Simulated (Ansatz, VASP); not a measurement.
Zn in VASP and in Ansatz

```
CELL_PARAMETERS angstrom
2.62693 0.00116 -0.00124
-1.31245 2.27401 0.00061
-0.00202 0.00054 10.33028
ATOMIC_POSITIONS crystal
Zn 0.33383 0.66743 0.12498
Zn 0.33301 0.66673 0.62507
Zn 0.66708 0.33268 0.37519
Zn 0.66608 0.33317 0.87475
```

Change from the starting cell: cell x2, atoms moved at random (sigma 0.15 Å) and cell strained at random (1.5 %), then relaxed without symmetry.

Alike in both runs: functional PBE; k mesh 12 × 12 × 2; occupations gaussian, width 0.2 eV; no spin polarisation.

Ansatz relaxed the structure, and its values are those at the end. VASP's run is a single point on that final structure, the one shown.

|  | VASP | Ansatz |
| --- | --- | --- |
| version | VASP 6.6.1 | Ansatz 0.2.0 |
| potentials or method | VASP PAW PBE potentials, release 64 (Zn), cutoff 520 eV | scalar-relativistic, plane waves, PAW |
| valence electrons in the cell | 48 | 48 |

|  | VASP | Ansatz | Ansatz less VASP |
| --- | --- | --- | --- |
| gap on the k mesh at the Fermi level (eV) | none | none | - |
| pressure (GPa) | 0.2 | -0.1 | -0.32 |

A gap of «none» marks a metal or a gap that the smearing closes. The functional is the same, so the differences come from potentials, cutoffs and numerics.
